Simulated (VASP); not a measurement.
Input of a VASP 6.6.1 run:

Contents of INCAR:

```
PREC = Accurate ; ENCUT = 520
EDIFF = 1E-6 ; ISMEAR = 0
SIGMA = 0.15 ; LREAL = False
LASPH = True ; NELM = 60
ALGO = Normal ; ISIF = 2
LWAVE = False ; LCHARG = False
GGA = PS ; NBANDS = 12
```

File KPOINTS:

```
regular mesh
0
Gamma
  24 24 24
```

POSCAR

```
Cr
1.0
    0.0000000000      1.8400000000      1.8400000000
    1.8400000000      0.0000000000      1.8400000000
    1.8400000000      1.8400000000      0.0000000000
Cr
1
Direct
    0.0000000000      0.0000000000      0.0000000000
```

Potentials or basis: VASP PAW PBE potentials, release 64 (Cr_pv).

Launch:

```console
$ cat potpaw_PBE.64/Cr_pv/POTCAR > POTCAR
$ mpirun -np 1 vasp_std > vasp.out
```

Question: Estimate the band gap on the k mesh.

Answer: Zero (band 6 reaches 11.87 eV, above the bottom of band 7 at 9.15 eV).

Question: What does it give for the pressure?

Answer: -18.6 GPa.

Caveat: the PAW data sets were made with another functional, which shifts forces and pressure a little; the run has no spin polarisation, though such a crystal can be magnetic. Spin polarisation is off, so any magnetic state and its effect on volume and gap are missing.
